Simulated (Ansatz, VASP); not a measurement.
BaTiO3: VASP beside Ansatz

File INCAR:

```
SYSTEM = BaTiO3
PREC = Accurate
ENCUT = 1340
EDIFF = 1E-6
ISMEAR = 0
SIGMA = 0.01
LREAL = .False.
LASPH = .True.
NELM = 200
ALGO = Normal
ISIF = 2
LWAVE = .False.
LCHARG = .True.
LMAXMIX = 4
LDAU = .True.
LDAUTYPE = 2
LDAUL = -1 2 -1
LDAUU = 0 4 0
LDAUJ = 0 0 0
LDAUPRINT = 1
GGA = PE
LELF = .True.
LVHAR = .True.
NBANDS = 28
GGA_COMPAT = .False.
```

KPOINTS

```
regular mesh
0
Gamma
  6 6 6
  0 0 0
```

The input POSCAR:

```
BaTiO3
1.0
    2.8603720851      1.6514365933      2.3460535783
   -2.8603720851      1.6514365933      2.3460535783
    0.0000000000     -3.3028731867      2.3460535783
Ba Ti O
1 1 3
Direct
    0.0026800181      0.0026800181      0.0026800181
    0.5052098263      0.5052098263      0.5052098263
    0.4995906898      0.4995906898      0.9976538439
    0.4995906898      0.9976538439      0.4995906898
    0.9976538439      0.4995906898      0.4995906898
```

Input for Ansatz:

```yaml
crystal:
  lattice:
    - [2.8603720851, 1.6514365933, 2.3460535783]
    - [-2.8603720851, 1.6514365933, 2.3460535783]
    - [0.0, -3.3028731867, 2.3460535783]
  atoms:
    - { symbol: Ba, position: [0.0026800181, 0.0026800181, 0.0026800181] }
    - { symbol: Ti, position: [0.5052098263, 0.5052098263, 0.5052098263] }
    - { symbol: O, position: [0.4995906898, 0.4995906898, 0.9976538439] }
    - { symbol: O, position: [0.4995906898, 0.9976538439, 0.4995906898] }
    - { symbol: O, position: [0.9976538439, 0.4995906898, 0.4995906898] }
basis:
  ecutwfc: 420
  xc_grid: 2
kpoints:
  mp_grid: { grid: [6, 6, 6] }
hamiltonian:
  xc: pbe
  hubbard: { sites: [{ species: Ti, l: d, u_eff: 4.0 }] }
scf:
  occupations: { method: fixed }
output:
  forces: true
  stress: true
  eigenvalues: true
  polarization: {}
```

Change from the starting cell: polar distortion scaled by 0.25 at the polar cell.

Alike in both runs: task single point; functional PBE; k mesh 6 × 6 × 6; no spin polarisation; Hubbard terms Ti d U = 4.0 eV.

|  | VASP | Ansatz |
| --- | --- | --- |
| version | VASP 6.6.1 | Ansatz 0.2.0 |
| potentials or method | VASP PAW PBE potentials, release 64 (Ba_sv, Ti_sv, O_h), cutoff 1340 eV | scalar-relativistic, plane waves, PAW |
| occupations | gaussian, width 0.01 eV | fixed |
| valence electrons in the cell | 40 | 40 |

|  | VASP | Ansatz | Ansatz less VASP |
| --- | --- | --- | --- |
| gap on the k mesh at the Fermi level (eV) | 2.16 | 2.19 | +0.032 |
| least direct gap on the mesh (eV) | 2.38 | 2.39 | +0.004 |
| pressure (GPa) | 0.7 | -2.4 | -3.16 |
| traceless stress, the component that is largest in VASP (GPa) | -0.69 | -0.64 | +0.043 |
| rms of the force components (eV/Å) | 0.014 | 0.045 | +0.0315 |

The programs project onto different local orbitals, so the same U acts differently, and such runs can settle in different states. Atom by atom the forces differ by 0.058 eV/Å (rms over components).

Neither program's run includes spin-orbit coupling.
